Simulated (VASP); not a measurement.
# InSe (R3m) in VASP: single point with r2SCAN

Aim: the single point of InSe with r2SCAN.

Program: VASP 6.6.1. These are calculated values, not measurements. Logs are shortened: lines on timing, memory, paths and dates and some standing lists are left out, and cuts for length are marked.

## 1. The cell of the first run

It takes space group R3m (No. 160, trigonal). Conventional cell: a = 3.983 Å, b = 3.983 Å, c = 25.667 Å, α = 90.00°, β = 90.00°, γ = 120.00°. In (site symmetry 3m) has 3 Se at 2.64 Å and 1 In at 2.79 Å within 3.5 Å. In (site symmetry 3m) has 3 Se at 2.64 Å and 1 In at 2.79 Å within 3.5 Å. Se (site symmetry 3m) has 3 In at 2.64 Å within 3.5 Å. Within 3.5 Å of Se (site symmetry 3m) lie 3 In at 2.64 Å.

## 2. Single point, r2SCAN (equal strain along all axes, cell held: -1.5 %, then relaxed in part)

Input file POSCAR:

```
InSe
1.0
    3.9828862490      0.0000000000      0.0000000000
   -1.9914431245      3.4492806720      0.0000000000
    0.0000000000      0.0000000000     25.6674951062
In Se
6 6
Direct
    0.6666666667      0.3333333333      0.3315087114
    0.6666666667      0.3333333333      0.2229639375
    0.3333333333      0.6666666667      0.6648420447
    0.3333333333      0.6666666667      0.5562972708
    0.0000000000      0.0000000000      0.9981753781
    0.0000000000      0.0000000000      0.8896306042
    0.3333333333      0.6666666667      0.0483281610
    0.0000000000      0.0000000000      0.1728325235
    0.0000000000      0.0000000000      0.3816614943
    0.6666666667      0.3333333333      0.5061658568
    0.6666666667      0.3333333333      0.7149948277
    0.3333333333      0.6666666667      0.8394991901
```

Input file INCAR.step1:

```
  PREC = Accurate
  ENCUT = 520
  ISMEAR = 0
  SIGMA = 0.02
  LREAL = F
  LASPH = T
  NELM = 100
  NBANDS = 69
  GGA = PE
  ALGO = Normal
  EDIFF = 1E-4
  LWAVE = T
  LCHARG = F
```

Input file INCAR.step2:

```
  PREC = Accurate
  ENCUT = 520
  EDIFF = 1E-7
  ISMEAR = 0
  SIGMA = 0.02
  LREAL = F
  LASPH = T
  NELM = 100
  ALGO = Normal
  ISIF = 2
  LWAVE = F
  LCHARG = F
  METAGGA = R2SCAN
  LMIXTAU = T
  NBANDS = 69
  ISTART = 1
```

Input file KPOINTS:

```
regular mesh
0
Gamma
  12 12 1
```

Potentials or basis: VASP PAW PBE potentials, release 64 (In_d, Se).

Command:

```
> cat potpaw_PBE.64/In_d/POTCAR potpaw_PBE.64/Se/POTCAR > POTCAR
> cp INCAR.step1 INCAR
> mpirun -np 1 vasp_std > vasp.out
> cp INCAR.step2 INCAR
> mpirun -np 1 vasp_std > vasp.out
```

OUTCAR:

```text
PREC = Accurate
   ENCUT = 520
   EDIFF = 1E-7
   ISMEAR = 0
   LREAL = F
   LASPH = T
   NELM = 100
   ISIF = 2
   METAGGA = R2SCAN
   ISTART = 1

 ion  position               nearest neighbor table
   1  0.667  0.333  0.332-   9 2.64   9 2.64   9 2.64   2 2.79
   2  0.667  0.333  0.223-   8 2.64   8 2.64   8 2.64   1 2.79
   3  0.333  0.667  0.665-  11 2.64  11 2.64  11 2.64   4 2.79
   4  0.333  0.667  0.556-  10 2.64  10 2.64  10 2.64   3 2.79
   5  0.000  0.000  0.998-   7 2.64   7 2.64   7 2.64   6 2.79
   6  0.000  0.000  0.890-  12 2.64  12 2.64  12 2.64   5 2.79
   7  0.333  0.667  0.048-   5 2.64   5 2.64   5 2.64
   8  0.000  0.000  0.173-   2 2.64   2 2.64   2 2.64
   9  0.000  0.000  0.382-   1 2.64   1 2.64   1 2.64
  10  0.667  0.333  0.506-   4 2.64   4 2.64   4 2.64
  11  0.667  0.333  0.715-   3 2.64   3 2.64   3 2.64
  12  0.333  0.667  0.839-   6 2.64   6 2.64   6 2.64

  LATTYP: Found a hexagonal cell.
 ALAT       =     3.9828862490
 C/A-ratio  =     6.4444459373

  Lattice vectors:

 A1 = (   3.9828862490,   0.0000000000,   0.0000000000)
 A2 = (  -1.9914431245,   3.4492806720,   0.0000000000)
 A3 = (   0.0000000000,   0.0000000000,  25.6674951062)

Analysis of symmetry for initial positions (statically):
=====================================================================
 Subroutine PRICEL returns following result:

  LATTYP: Found a trigonal (rhomboedric) cell.
 ALAT       =     8.8594610690
 COS(alpha) =     0.8989465366

  Lattice vectors:

 A1 = (   1.9914431243,  -1.1497602239,  -8.5558317038)
 A2 = (  -1.9914431241,  -1.1497602242,  -8.5558316986)
 A3 = (  -0.0000000002,   2.2995204481,  -8.5558317038)

   3 primitive cells build up your supercell.

 Routine SETGRP: Setting up the symmetry group for a
 hexagonal supercell.

 Subroutine GETGRP returns: Found  6 space group operations
 (whereof  6 operations were pure point group operations)
 out of a pool of 24 trial point group operations.

The static configuration has the point symmetry C_3v.

Analysis of symmetry for dynamics (positions and initial velocities):
=====================================================================
 Subroutine PRICEL returns following result:

  LATTYP: Found a trigonal (rhomboedric) cell.
 ALAT       =     8.8594610690
 COS(alpha) =     0.8989465366

  Lattice vectors:

 A1 = (   1.9914431243,  -1.1497602239,  -8.5558317038)
 A2 = (  -1.9914431241,  -1.1497602242,  -8.5558316986)
 A3 = (  -0.0000000002,   2.2995204481,  -8.5558317038)

   3 primitive cells build up your supercell.

 Routine SETGRP: Setting up the symmetry group for a
 hexagonal supercell.

 Subroutine GETGRP returns: Found  6 space group operations
 (whereof  6 operations were pure point group operations)
 out of a pool of 24 trial point group operations.

The dynamic configuration has the point symmetry C_3v.

 Subroutine INISYM returns: Found  6 space group operations
 (whereof  6 operations are pure point group operations),
 and found     3 'primitive' translations

----------------------------------------------------------------------------------------

                                     Primitive cell

  volume of cell :     117.5408

  direct lattice vectors                    reciprocal lattice vectors
     1.991443124 -1.149760224 -8.555831704     0.251074205 -0.144957760 -0.038959781
    -1.991443124 -1.149760224 -8.555831699    -0.251074205 -0.144957760 -0.038959781
    -0.000000000  2.299520448 -8.555831704    -0.000000000  0.289915520 -0.038959781

  length of vectors
     8.859461069  8.859461064  8.859461069     0.292521578  0.292521578  0.292521578

  position of ions in fractional coordinates (direct lattice)
     0.001824622  0.001824622  0.001824622
     0.110369396  0.110369396  0.110369396
     0.618338506  0.618338505  0.618338505
     0.827167477  0.827167476  0.827167476

  ion indices of the primitive-cell ions
   primitive index   ion index
                 1           1
                 2           2
                 3          11
                 4          10

----------------------------------------------------------------------------------------

 KPOINTS: regular mesh

Automatic generation of k-mesh.
 Grid dimensions read from file:
 generate k-points for:   12   12    1

 Generating k-lattice:

  Cartesian coordinates                     Fractional coordinates (reciprocal lattice)
     0.020922850  0.012079813  0.000000000     0.083333333  0.000000000  0.000000000
     0.000000000  0.024159627  0.000000000     0.000000000  0.083333333  0.000000000
     0.000000000  0.000000000  0.038959781     0.000000000  0.000000000  1.000000000

  Length of vectors
     0.024159627  0.024159627  0.038959781

  Shift w.r.t. Gamma in fractional coordinates (k-lattice)
     0.000000000  0.000000000  0.000000000

 Subroutine IBZKPT returns following result:
 ===========================================

 Found     19 irreducible k-points:

 Following reciprocal coordinates:
            Coordinates               Weight
  0.000000  0.000000  0.000000      1.000000
  0.083333  0.000000  0.000000      6.000000
  0.166667  0.000000  0.000000      6.000000
  0.250000  0.000000  0.000000      6.000000
  0.333333 -0.000000  0.000000      6.000000
  0.416667  0.000000  0.000000      6.000000
[... 11 lines left out ...]
  0.333333  0.250000  0.000000     12.000000
  0.333333  0.333333  0.000000      2.000000
   k-points           NKPTS =     19   k-points in BZ     NKDIM =     19   number of bands    NBANDS=     69
   number of dos      NEDOS =    301   number of ions     NIONS =     12
   total plane-waves  NPLWV = 172800
   dimension x,y,z NGX =    30 NGY =   30 NGZ =  192
   dimension x,y,z NGXF=    60 NGYF=   60 NGZF=  384
   ions per type =               6   6
   NGX,Y,Z   is equivalent  to a cutoff of  12.52, 12.52, 12.44 a.u.
   NGXF,Y,Z  is equivalent  to a cutoff of  25.04, 25.04, 24.87 a.u.
 SYSTEM =  unknown system
   PREC   = accura    normal or accurate (medium, high low for compatibility)
   ISTART =      1    job   : 0-new  1-cont  2-samecut
   ICHARG =      0    charge: 1-file 2-atom 10-const
   ISPIN  =      1    spin polarized calculation?
   LNONCOLLINEAR =      F non collinear calculations
   LSORBIT =      F    spin-orbit coupling
   LASPH  =      T    aspherical Exc in radial PAW
   ENCUT  =  520.0 eV  38.22 Ry    6.18 a.u.   7.41  7.41 47.72*2*pi/ulx,y,z
   NELM   =    100;   NELMIN=  2; NELMDL=  0     # of ELM steps
   EDIFF  = 0.1E-06   stopping-criterion for ELM
   LREAL  =      F    real-space projection
   EDIFFG = 0.1E-05   stopping-criterion for IOM
   NSW    =      0    number of steps for IOM
   IBRION =     -1    ionic relax: 0-MD 1-quasi-New 2-CG
   NFREE  =      0    steps in history (QN), initial steepest desc. (CG)
   ISIF   =      2    stress and relaxation
   ISYM   =      2    0-nonsym 1-usesym 2-fastsym
   POTIM  = 0.5000    time-step for ionic-motion
   TEBEG  =    0.0;   TEEND  =   0.0 temperature during run
   PSTRESS=    0.0 pullay stress
   NELECT =     114.0000    total number of electrons
   NUPDOWN=      -1.0000    fix difference up-down
   EMIN   =  10.00;   EMAX   =-10.00  energy-range for DOS
   EFERMI =   0.00;   METHOD = LEGACY
   ISMEAR =     0;   SIGMA  =   0.02  broadening in eV -4-tet -1-fermi 0-gaus
   EFERMI_NEDOS =   21; number of points for ismear=-14 and -15
   IALGO  =     38    algorithm
   IMIX   =      4    mixing-type and parameters
     AMIX     =   0.40;   BMIX     =  1.00
     AMIX_MAG =   1.60;   BMIX_MAG =  1.00
  volume/ion in A,a.u.               =      29.39       198.30
  Fermi-wavevector in a.u.,A,eV,Ry     =   1.123586  2.123270 17.176626  1.262446
  Thomas-Fermi vector in A             =   2.260253
   LORBIT       =      0    0 simple, 1 ext, 2 COOP (PROOUT), +10 PAW based schemes
   METAGGA = R2SCAN    functional components
   LHFCALC =     F    Hartree Fock is set to
   AEXX    =    0.0000 exact exchange contribution
   IVDW    =     0    specifies the selected vdW correction
   LEPSILON=     F    determine dielectric tensor
   LRPA    =     F    only Hartree local field effects (RPA)
 non-spin polarized calculation
 Gauss-broadening in eV      SIGMA  =   0.02
  energy-cutoff  :      520.00
  volume of cell :      352.62
 maximum number of plane-waves:      9557
 NGX is ok and might be reduce to    30
   NGX = 15   NGY = 15   NGZ = 95

 number of electron     113.9999965 magnetization

 Free energy of the ion-electron system (eV)
  ---------------------------------------------------
  ext. energy  EPLUGINS =         0.00000000
  ---------------------------------------------------
  free energy    TOTEN  =      -229.38238153 eV

  energy without entropy =     -229.38238153  energy(sigma->0) =     -229.38238153

 E-fermi :   3.4926     XC(G=0):  -9.4001

 val. band max:        3.3693368805   @ k =   0.0833   0.0000   0.0000
 cond. band min:       5.1359571922   @ k =   0.0000   0.0000   0.0000
 fundamental gap:      1.7666203117
 Fermi energy:         3.4926176212

 k-point     1 :       0.0000    0.0000    0.0000
  band No.  band energies     occupation
      1     -11.4978      2.00000
      2     -11.4975      2.00000
      3     -11.4975      2.00000
      4     -11.3102      2.00000
      5     -11.3102      2.00000
      6     -11.3102      2.00000
[... 61 lines left out ...]
     68       8.5755      0.00000
     69       8.5755      0.00000

 k-point     2 :       0.0833    0.0000    0.0000
  band No.  band energies     occupation
      1     -11.4993      2.00000
      2     -11.4988      2.00000
      3     -11.4988      2.00000
      4     -11.3416      2.00000
      5     -11.3391      2.00000
      6     -11.3390      2.00000
[... 1213 lines left out ...]
     68       8.5501      0.00000
     69       8.7098      0.00000

 k-point    19 :       0.3333    0.3333    0.0000
  band No.  band energies     occupation
      1     -11.6718      2.00000
      2     -11.6718      2.00000
      3     -11.6718      2.00000
      4     -11.5740      2.00000
      5     -11.5739      2.00000
      6     -11.5739      2.00000
[... 61 lines left out ...]
     68       8.4872      0.00000
     69       8.4872      0.00000

------------------------ aborting loop because EDIFF is reached ----------------------------------------

  FORCE on cell =-STRESS in cart. coord.  units (eV):
  Direction    XX          YY          ZZ          XY          YZ          ZX
  --------------------------------------------------------------------------------------
  -------------------------------------------------------------------------------------
  Total        3.5317785      3.5317785      1.4238743      0.0000000      0.0000000      0.0000000
  in kB       16.0470095     16.0470095      6.4695237      0.0000000      0.0000000      0.0000000
  external PRESSURE =      12.8545142 kB  Pullay stress =       0.0000000 kB

 VOLUME and BASIS-vectors are now :
 -----------------------------------------------------------------------------
  energy-cutoff  :      520.00
  volume of cell :      352.62
      direct lattice vectors                 reciprocal lattice vectors
     3.982886249  0.000000000  0.000000000     0.251074205  0.144957760  0.000000000
    -1.991443124  3.449280672  0.000000000     0.000000000  0.289915520  0.000000000
     0.000000000  0.000000000 25.667495106     0.000000000  0.000000000  0.038959781

 POSITION                                       TOTAL-FORCE (eV/Angst)
 -----------------------------------------------------------------------------------
      1.99144      1.14976      8.50900         0.000000      0.000000     -0.009209
      1.99144      1.14976      5.72293         0.000000     -0.000000      0.009101
     -0.00000      2.29952     17.06483         0.000000     -0.000000     -0.009209
     -0.00000      2.29952     14.27876         0.000000     -0.000000      0.009101
      0.00000      0.00000     25.62066         0.000000     -0.000000     -0.009209
      0.00000      0.00000     22.83459        -0.000000      0.000000      0.009101
     -0.00000      2.29952      1.24046        -0.000000     -0.000000      0.013873
      0.00000      0.00000      4.43618        -0.000000     -0.000000     -0.013764
      0.00000      0.00000      9.79629        -0.000000     -0.000000      0.013873
      1.99144      1.14976     12.99201        -0.000000     -0.000000     -0.013764
      1.99144      1.14976     18.35213        -0.000000     -0.000000      0.013873
     -0.00000      2.29952     21.54784        -0.000000     -0.000000     -0.013764
 -----------------------------------------------------------------------------------
    total drift:                               -0.000015      0.000009      0.000081

  FREE ENERGIE OF THE ION-ELECTRON SYSTEM (eV)
  ---------------------------------------------------
  free  energy   TOTEN  =      -229.3823815273 eV

  energy  without entropy=     -229.3823815273  energy(sigma->0) =     -229.38238153
```

Wall time 46 min (1 thread of Oxide Virtual Turin-like, shared host); peak memory 0.62 GiB.

What came out:

- Free energy: -229.3824 eV
- Pressure: 1.3 GPa
- Largest force: 0.014 eV/Å
- Band gap on the k mesh: 1.77 eV

Forces on the atoms (eV/Å):
```
In   0.000  0.000 -0.009
In   0.000  0.000  0.009
In   0.000  0.000 -0.009
In   0.000  0.000  0.009
In   0.000  0.000 -0.009
In   0.000  0.000  0.009
Se   0.000  0.000  0.014
Se   0.000  0.000 -0.014
Se   0.000  0.000  0.014
Se   0.000  0.000 -0.014
Se   0.000  0.000  0.014
Se   0.000  0.000 -0.014
```

Caveat: the cell differs from its parent crystal (equal strain along all axes, cell held: -1.5 %, then relaxed in part); the PAW data sets were made with another functional, which shifts forces and pressure a little; spin-orbit coupling is left out, which moves the levels of the heavy elements. A k mesh can miss the band edges.
